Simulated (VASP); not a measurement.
# TaRu in VASP: notebook

The runs below take TaRu through electric field gradients, with LDA.

All numbers are computed with VASP 6.6.1; they aren't measurements. Logs are shortened: lines on timing, memory, paths and dates and some standing lists are left out, and cuts for length are marked.

### Step 1. The cell of the first run

Symmetry: Pm-3m, No. 221, cubic system. The conventional cell has a = 3.144 Å, b = 3.144 Å, c = 3.144 Å, α = 90.00°, β = 90.00°, γ = 90.00°. Within 3.6 Å of Ta (site symmetry m-3m) lie 8 Ru at 2.72 Å and 6 Ta at 3.14 Å. Ru (site symmetry m-3m) has 8 Ta at 2.72 Å and 6 Ru at 3.14 Å within 3.6 Å.

### Step 2. Electric field gradients, LDA (volume scaled by 0.96)

Input file INCAR:

```
SYSTEM = TaRu
PREC     = Accurate       ! precision mode
ENCUT    = 520            ! plane-wave cutoff, eV
EDIFF    = 1E-8           ! SCF threshold, eV
ISMEAR   = -1             ! smearing method
SIGMA    = 0.03           ! smearing width, eV
LREAL    = .False.        ! projectors in reciprocal space
LASPH    = .True.         ! aspherical terms in the spheres
NELM     = 60             ! most SCF steps
ALGO     = Normal         ! electronic algorithm
ISIF     = 2              ! what is computed and relaxed
LWAVE    = .False.        ! write WAVECAR
LCHARG   = .False.        ! write CHGCAR
LEFG     = .True.       
NBANDS   = 20             ! bands
```

Input file KPOINTS:

```
regular mesh
0
Gamma
  13 13 13
  0 0 0
```

Input file POSCAR:

```
TaRu
1.0
    3.1439271524      0.0000000000      0.0000000000
    0.0000000000      3.1439271524      0.0000000000
    0.0000000000      0.0000000000      3.1439271524
Ta Ru
1 1
Direct
    0.5000000000      0.5000000000      0.5000000000
    0.0000000000      0.0000000000      0.0000000000
```

Potentials or basis: VASP PAW LDA potentials, release 64 (Ta_pv, Ru_pv).

Started as:

```console
$ cat potpaw_LDA.64/Ta_pv/POTCAR potpaw_LDA.64/Ru_pv/POTCAR > POTCAR
$ mpirun -np 1 vasp_std > vasp.out
```

OUTCAR:

```text
SYSTEM = TaRu
   PREC = Accurate
   ENCUT = 520
   EDIFF = 1E-8
   ISMEAR = -1
   LREAL = .False.
   LASPH = .True.
   NELM = 60
   ISIF = 2

 ion  position               nearest neighbor table
   1  0.500  0.500  0.500-   2 2.72   2 2.72   2 2.72   2 2.72   2 2.72   2 2.72   2 2.72   2 2.72

   2  0.000  0.000  0.000-   1 2.72   1 2.72   1 2.72   1 2.72   1 2.72   1 2.72   1 2.72   1 2.72

  LATTYP: Found a simple cubic cell.
 ALAT       =     3.1439271524

  Lattice vectors:

 A1 = (   3.1439271524,   0.0000000000,   0.0000000000)
 A2 = (   0.0000000000,   3.1439271524,   0.0000000000)
 A3 = (   0.0000000000,   0.0000000000,   3.1439271524)

Analysis of symmetry for initial positions (statically):
=====================================================================
 Subroutine PRICEL returns:
 Original cell was already a primitive cell.

 Routine SETGRP: Setting up the symmetry group for a
 simple cubic supercell.

 Subroutine GETGRP returns: Found 48 space group operations
 (whereof 48 operations were pure point group operations)
 out of a pool of 48 trial point group operations.

The static configuration has the point symmetry O_h .

Analysis of symmetry for dynamics (positions and initial velocities):
=====================================================================
 Subroutine PRICEL returns:
 Original cell was already a primitive cell.

 Routine SETGRP: Setting up the symmetry group for a
 simple cubic supercell.

 Subroutine GETGRP returns: Found 48 space group operations
 (whereof 48 operations were pure point group operations)
 out of a pool of 48 trial point group operations.

The dynamic configuration has the point symmetry O_h .

 Subroutine INISYM returns: Found 48 space group operations
 (whereof 48 operations are pure point group operations),
 and found     1 'primitive' translations

----------------------------------------------------------------------------------------

                                     Primitive cell

  volume of cell :      31.0754

  direct lattice vectors                    reciprocal lattice vectors
     3.143927152  0.000000000  0.000000000     0.318073528  0.000000000  0.000000000
     0.000000000  3.143927152  0.000000000     0.000000000  0.318073528  0.000000000
     0.000000000  0.000000000  3.143927152     0.000000000  0.000000000  0.318073528

  length of vectors
     3.143927152  3.143927152  3.143927152     0.318073528  0.318073528  0.318073528

  position of ions in fractional coordinates (direct lattice)
     0.500000000  0.500000000  0.500000000
     0.000000000  0.000000000  0.000000000

  ion indices of the primitive-cell ions
   primitive index   ion index
                 1           1
                 2           2

----------------------------------------------------------------------------------------

 KPOINTS: regular mesh

Automatic generation of k-mesh.
 Grid dimensions read from file:
 generate k-points for:   13   13   13

 Generating k-lattice:

  Cartesian coordinates                     Fractional coordinates (reciprocal lattice)
     0.024467194  0.000000000  0.000000000     0.076923077  0.000000000  0.000000000
     0.000000000  0.024467194  0.000000000     0.000000000  0.076923077  0.000000000
     0.000000000  0.000000000  0.024467194     0.000000000  0.000000000  0.076923077

  Length of vectors
     0.024467194  0.024467194  0.024467194

  Shift w.r.t. Gamma in fractional coordinates (k-lattice)
     0.000000000  0.000000000  0.000000000

 Subroutine IBZKPT returns following result:
 ===========================================

 Found     84 irreducible k-points:

 Following reciprocal coordinates:
            Coordinates               Weight
  0.000000  0.000000  0.000000      1.000000
  0.076923  0.000000  0.000000      6.000000
  0.153846  0.000000  0.000000      6.000000
  0.230769  0.000000  0.000000      6.000000
  0.307692  0.000000  0.000000      6.000000
  0.384615  0.000000  0.000000      6.000000
[... 16 lines left out ...]
  0.307692  0.307692  0.000000     12.000000
  0.384615  0.307692  0.000000     24.000000
 [... further k-points ...]
   k-points           NKPTS =     84   k-points in BZ     NKDIM =     84   number of bands    NBANDS=     20
   number of dos      NEDOS =    301   number of ions     NIONS =      2
   total plane-waves  NPLWV =  13824
   dimension x,y,z NGX =    24 NGY =   24 NGZ =   24
   dimension x,y,z NGXF=    48 NGYF=   48 NGZF=   48
   ions per type =               1   1
   NGX,Y,Z   is equivalent  to a cutoff of  12.69, 12.69, 12.69 a.u.
   NGXF,Y,Z  is equivalent  to a cutoff of  25.38, 25.38, 25.38 a.u.
 SYSTEM =  TaRu
   PREC   = accura    normal or accurate (medium, high low for compatibility)
   ISTART =      0    job   : 0-new  1-cont  2-samecut
   ICHARG =      2    charge: 1-file 2-atom 10-const
   ISPIN  =      1    spin polarized calculation?
   LNONCOLLINEAR =      F non collinear calculations
   LSORBIT =      F    spin-orbit coupling
   LASPH  =      T    aspherical Exc in radial PAW
   ENCUT  =  520.0 eV  38.22 Ry    6.18 a.u.   5.85  5.85  5.85*2*pi/ulx,y,z
   NELM   =     60;   NELMIN=  2; NELMDL= -5     # of ELM steps
   EDIFF  = 0.1E-07   stopping-criterion for ELM
   LREAL  =      F    real-space projection
   EDIFFG = 0.1E-06   stopping-criterion for IOM
   NSW    =      0    number of steps for IOM
   IBRION =     -1    ionic relax: 0-MD 1-quasi-New 2-CG
   NFREE  =      0    steps in history (QN), initial steepest desc. (CG)
   ISIF   =      2    stress and relaxation
   ISYM   =      2    0-nonsym 1-usesym 2-fastsym
   POTIM  = 0.5000    time-step for ionic-motion
   TEBEG  =    0.0;   TEEND  =   0.0 temperature during run
   PSTRESS=    0.0 pullay stress
   NELECT =      25.0000    total number of electrons
   NUPDOWN=      -1.0000    fix difference up-down
   EMIN   =  10.00;   EMAX   =-10.00  energy-range for DOS
   EFERMI =   0.00;   METHOD = LEGACY
   ISMEAR =    -1;   SIGMA  =   0.03  broadening in eV -4-tet -1-fermi 0-gaus
   EFERMI_NEDOS =   21; number of points for ismear=-14 and -15
   IALGO  =     38    algorithm
   IMIX   =      4    mixing-type and parameters
     AMIX     =   0.40;   BMIX     =  1.00
     AMIX_MAG =   1.60;   BMIX_MAG =  1.00
  volume/ion in A,a.u.               =      15.54       104.85
  Fermi-wavevector in a.u.,A,eV,Ry     =   1.522588  2.877274 31.542029  2.318274
  Thomas-Fermi vector in A             =   2.631147
   LORBIT       =      0    0 simple, 1 ext, 2 COOP (PROOUT), +10 PAW based schemes
   GGA     = CA    functional components
   LHFCALC =     F    Hartree Fock is set to
   AEXX    =    0.0000 exact exchange contribution
   IVDW    =     0    specifies the selected vdW correction
   LEPSILON=     F    determine dielectric tensor
   LRPA    =     F    only Hartree local field effects (RPA)
 non-spin polarized calculation
  energy-cutoff  :      520.00
  volume of cell :       31.08
 maximum number of plane-waves:       859
 NGX is ok and might be reduce to    24
   NGX = 11   NGY = 11   NGZ = 11

 number of electron      24.9999991 magnetization

 Free energy of the ion-electron system (eV)
  ---------------------------------------------------
  ext. energy  EPLUGINS =         0.00000000
  ---------------------------------------------------
  free energy    TOTEN  =       -23.99279747 eV

  energy without entropy =      -23.98367585  energy(sigma->0) =      -23.98823666

 E-fermi :   9.7094     XC(G=0): -13.5780

 val. band max:        9.7043188802   @ k =   0.4615   0.1538   0.0769
 cond. band min:       9.7275056674   @ k =   0.3846   0.3077   0.0769
 fundamental gap:      0.0231867872
 Fermi energy:         9.7094293286

 k-point     1 :       0.0000    0.0000    0.0000
  band No.  band energies     occupation
      1     -33.3317      2.00000
      2     -33.3317      2.00000
      3     -33.3317      2.00000
      4     -25.0783      2.00000
      5     -25.0783      2.00000
      6     -25.0783      2.00000
[... 12 lines left out ...]
     19      17.9729      0.00000
     20      17.9729      0.00000

 k-point     2 :       0.0769    0.0000    0.0000
  band No.  band energies     occupation
      1     -33.3379      2.00000
      2     -33.3304      2.00000
      3     -33.3304      2.00000
      4     -25.1008      2.00000
      5     -25.0784      2.00000
      6     -25.0784      2.00000
[... 12 lines left out ...]
     19      18.5851      0.00000
     20      18.5851      0.00000
[... 465 lines left out ...]
      3     -33.3063      2.00000
      4     -25.3140      2.00000
      5     -25.2705      2.00000
      6     -25.0641      2.00000
[... 12 lines left out ...]
     19      19.6106      0.00000
     20      19.6981      0.00000

 k-point    24 :       0.3846    0.3077    0.0000
  band No.  band energies     occupation
      1     -33.4344      2.00000
      2     -33.4068      2.00000
      3     -33.3032      2.00000
      4     -25.3553      2.00000
      5     -25.2757      2.00000
      6     -25.0595      2.00000
[... 12 lines left out ...]
     19      19.6313      0.00000
     20      19.9443      0.00000

 [... further k-points ...]
[... 5 lines left out ...]
  --------------------------------------------------------------------------------------
  -------------------------------------------------------------------------------------
  Total       -1.1299676     -1.1299676     -1.1299676     -0.0000000     -0.0000000     -0.0000000
  in kB      -58.2584786    -58.2584786    -58.2584786     -0.0000000     -0.0000000     -0.0000000
  external PRESSURE =     -58.2584786 kB  Pullay stress =       0.0000000 kB

 VOLUME and BASIS-vectors are now :
 -----------------------------------------------------------------------------
  energy-cutoff  :      520.00
  volume of cell :       31.08
      direct lattice vectors                 reciprocal lattice vectors
     3.143927152  0.000000000  0.000000000     0.318073528  0.000000000  0.000000000
     0.000000000  3.143927152  0.000000000     0.000000000  0.318073528  0.000000000
     0.000000000  0.000000000  3.143927152     0.000000000  0.000000000  0.318073528

 POSITION                                       TOTAL-FORCE (eV/Angst)
 -----------------------------------------------------------------------------------
      1.57196      1.57196      1.57196         0.000000      0.000000      0.000000
      0.00000      0.00000      0.00000         0.000000      0.000000      0.000000
 -----------------------------------------------------------------------------------
    total drift:                                0.000000      0.000000     -0.000000

  FREE ENERGIE OF THE ION-ELECTRON SYSTEM (eV)
  ---------------------------------------------------
  free  energy   TOTEN  =       -23.9927974739 eV

  energy  without entropy=      -23.9836758522  energy(sigma->0) =      -23.98823666

 Electric field gradients (V/A^2)
---------------------------------------------------------------------
 ion       V_xx      V_yy      V_zz      V_xy      V_xz      V_yz
---------------------------------------------------------------------
   1       0.000    -0.000    -0.000     0.000     0.000    -0.000
   2       0.000     0.000    -0.000    -0.000    -0.000    -0.000
---------------------------------------------------------------------

 Electric field gradients after diagonalization (V/A^2)
 (convention: |V_zz| > |V_xx| > |V_yy|)
----------------------------------------------------------------------
 ion       V_xx      V_yy      V_zz     asymmetry (V_yy - V_xx)/ V_zz
----------------------------------------------------------------------
   1       0.000    -0.000    -0.000       0.704
   2       0.000    -0.000     0.000      -0.425
----------------------------------------------------------------------

           NMR quadrupolar parameters

 Cq : quadrupolar parameter    Cq=e*Q*V_zz/h
 eta: asymmetry parameters     (V_yy - V_xx)/ V_zz
 Q  : nuclear electric quadrupole moment in mb (millibarn)
----------------------------------------------------------------------
 ion       Cq(MHz)       eta       Q (mb)
----------------------------------------------------------------------
   1      -0.000       0.704       1.000
   2       0.000      -0.425       1.000
----------------------------------------------------------------------
```

Wall time 76 s (1 thread of AMD EPYC 7R13, shared host); peak memory 0.14 GiB.

What came out:

- Free energy: -23.9928 eV
- Pressure: -5.8 GPa

Caveat: without QUAD_EFG the Cq values of the log hold for a quadrupole moment of 1 mb, not for the nuclei; spin-orbit coupling is left out, which moves the levels of the heavy elements.

(Continued in part 2 of 4.)
